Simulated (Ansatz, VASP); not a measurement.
# LiCl: VASP beside Ansatz

```xyz
2
Lattice="0.0000 2.4538 2.4538 2.4538 0.0000 2.4538 2.4538 2.4538 0.0000" Properties=species:S:1:pos:R:3 pbc="T T T"
Li    0.0000    0.0000    0.0000
Cl    2.4538    2.4538    2.4538
```

Change from the starting cell: hydrostatic strain -4.0%.

Alike in both runs: task single point; functional HSE06; k mesh 6 × 6 × 6; no spin polarisation.

|  | VASP | Ansatz |
| --- | --- | --- |
| version | VASP 6.6.1 | Ansatz 0.2.0 |
| potentials or method | VASP PAW PBE potentials, release 64 (Li_sv, Cl) | plane waves, PAW |
| plane-wave cutoff (eV) | 520 | 420 |
| occupations | gaussian, width 0.01 eV | fixed |
| valence electrons in the cell | 10 | 10 |

|  | VASP | Ansatz | Ansatz less VASP |
| --- | --- | --- | --- |
| gap on the k mesh at the Fermi level (eV) | 8.26 | 8.26 | -0.005 |

Ansatz's warnings: stress exchange threshold loose, stress scf threshold loose.

Noted on VASP's run: the cutoff is short for stress, so the pressure is rough.
